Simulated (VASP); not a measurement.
Crystal: Cd2S.

```
Cd S
1.0
     3.96267    0.00000    0.00000
    -1.98134    3.43177    0.00000
     0.00000    0.00000    5.80919
Cd S
2 1
Direct
  0.33333 0.66667 0.93272
  0.66667 0.33333 0.57873
  0.33333 0.66667 0.36571
```

Base run:

| Property | Result |
| --- | --- |
| Program | VASP 6.6.1 |
| Functional | PBE-based global hybrid with 15 % exact exchange |
| Potentials or basis | VASP PAW PBE potentials, release 64 (Cd, S) |
| Cutoff | 520 eV |
| k mesh | 5 × 5 × 3 |
| Occupations | fermi-dirac, width 0.05 eV |
| Spin | no spin polarisation |

Its results: band gap on the k mesh 1.62 eV (least direct gap 1.93 eV); pressure -0.9 GPa; largest force 0.139 eV/Å.

The run is repeated on the same cell with these changes: functional from PBE-based global hybrid with 15 % exact exchange to r2SCAN-based global hybrid with 50 % exact exchange; share of exact exchange from 0.15 to 0.5. What comes out?

Band gap on the k mesh 2.69 eV; pressure -2.7 GPa; largest force 0.359 eV/Å.

Caveats: the PAW data sets were made with another functional, which shifts forces and pressure a little; an odd mesh through Γ misses points on the zone boundary, where band edges can lie.
